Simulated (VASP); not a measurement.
Runs of VASP 6.6.1 on LiH. The structure is that of space group Fm-3m (No. 225), or close to it. The cells are those of the table. 

| task | level | cell | k mesh | cutoff (eV) | gap on the mesh (eV) | pressure (GPa) |
| --- | --- | --- | --- | --- | --- | --- |
| electric field gradients | r2SCAN | a = 2.831 Å, angles 60.0°, 2 atoms | 10 × 10 × 10 | 520 | 3.58 | - |
| single point | PBE | a = 2.897 Å, angles 60.0°, 2 atoms | 8 × 8 × 8 | 520 | 3.02 | - |
| single point | r2SCAN | a = 2.835 Å, angles 60.0°, 2 atoms | 10 × 10 × 10 | 830 | 3.58 | -0.1 |
| single point | PBE | a = 2.883 Å, angles 60.0°, 2 atoms | 8 × 8 × 8 | 750 | 3.02 | (a) |
| single point | r2SCAN | a = 2.831 Å, angles 60.0°, 2 atoms | 10 × 10 × 10 | 830 | 3.58 | 0.0 |
| single point | PBE | a = 2.835 Å, angles 60.0°, 2 atoms | 8 × 8 × 8 | 520 | 2.98 | - |

Alike in all rows: potentials or basis VASP PAW PBE potentials, release 64 (Li_sv, H); no spin polarisation.

Question: Estimate the missing entries.

Answer: (a) -1.9.

Caveats: the cutoff is under 1.25 times the usual one of these potentials, so pressure, stress and relaxed cells hold a basis-set (Pulay) error (at least some runs); the PAW data sets were made with another functional, which shifts forces and pressure a little (at least some runs).

A k mesh can miss the band edges.
